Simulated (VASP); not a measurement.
Here is a VASP 6.6.1 calculation.

File POSCAR:

```
HfGe
1.0
    3.9335093900      0.0000000000      0.0000000000
   -1.9667546900      3.4065190500      0.0000000000
    0.0000000000      0.0000000000      3.5096193900
Hf Ge
1 1
Direct
    0.0000000000      0.0000000000      0.5000000000
    0.3333333300      0.6666666700      0.5000000000
```

File INCAR.step1:

```
PREC = Accurate
ENCUT = 520
EDIFF = 1E-5
ISMEAR = -1
SIGMA = 0.05
LREAL = False
LASPH = True
NELM = 80
ALGO = Normal
ISIF = 2
LWAVE = True
LCHARG = False
GGA = PE
NBANDS = 19
```

Contents of INCAR.step2:

```
PREC = Accurate
ENCUT = 520
EDIFF = 1E-6
ISMEAR = -1
SIGMA = 0.05
LREAL = False
LASPH = True
NELM = 80
ALGO = Normal
ISIF = 2
LWAVE = False
LCHARG = False
GGA = B3
LHFCALC = True
AEXX = 0.2
AGGAX = 0.72
AGGAC = 0.81
ALDAC = 0.19
PRECFOCK = Normal
ISTART = 1
NBANDS = 19
```

File KPOINTS:

```
regular mesh
0
Gamma
  4 4 4
```

Potentials or basis: VASP PAW PBE potentials, release 64 (Hf_pv, Ge_d).

Command:

```console
$ cat potpaw_PBE.64/Hf_pv/POTCAR potpaw_PBE.64/Ge_d/POTCAR > POTCAR
$ cp INCAR.step1 INCAR
$ mpirun -np 1 vasp_std > vasp.out
$ cp INCAR.step2 INCAR
$ mpirun -np 1 vasp_std > vasp.out
```

Problem. Predict the band gap on the k mesh.

Solution. Zero (bands 12 and 13 overlap by 0.59 eV).

Problem. Predict the pressure.

Solution. 40.0 GPa.

Stress tensor (GPa, compression positive):
```
 65.87   0.00   0.00
  0.00  65.87   0.00
  0.00   0.00 -11.61
```

Caveat: the k points lie up to 0.46 Å⁻¹ apart, too coarse for converged energies and pressures of a metal; the PAW data sets were made with another functional, which shifts forces and pressure a little; spin-orbit coupling is left out, which moves the levels of the heavy elements.
